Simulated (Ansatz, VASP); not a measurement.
Two plane-wave programs on Na

```xyz
1
Lattice="-1.7258 1.7258 2.8472 1.7258 -1.7258 2.8472 1.7258 1.7258 -2.8472" Properties=species:S:1:pos:R:3 pbc="T T T"
Na    0.0000    0.0000    0.0000
```

Alike in both runs: task single point; functional LDA; k mesh 18 × 18 × 18; occupations gaussian, width 0.15 eV; no spin polarisation.

|  | VASP | Ansatz |
| --- | --- | --- |
| version | VASP 6.6.1 | Ansatz 0.2.0 |
| potentials or method | VASP PAW LDA potentials, release 64 (Na_pv), cutoff 520 eV | scalar-relativistic, plane waves, PAW |
| valence electrons in the cell | 7 | 9 |

|  | VASP | Ansatz | Ansatz less VASP |
| --- | --- | --- | --- |
| gap on the k mesh at the Fermi level (eV) | none | none | - |
| pressure (GPa) | -0.3 | -0.1 | +0.15 |
| traceless stress, the component that is largest in VASP (GPa) | -0.50 | -0.49 | +0.002 |

LDA's correlation is that of Perdew and Zunger in VASP and of Perdew and Wang (1992) in Ansatz. A gap of «none» marks a metal or a gap that the smearing closes. VASP's potentials hold 7 valence electrons a cell and Ansatz's 9, so a difference there can come from the potentials and not from the codes.
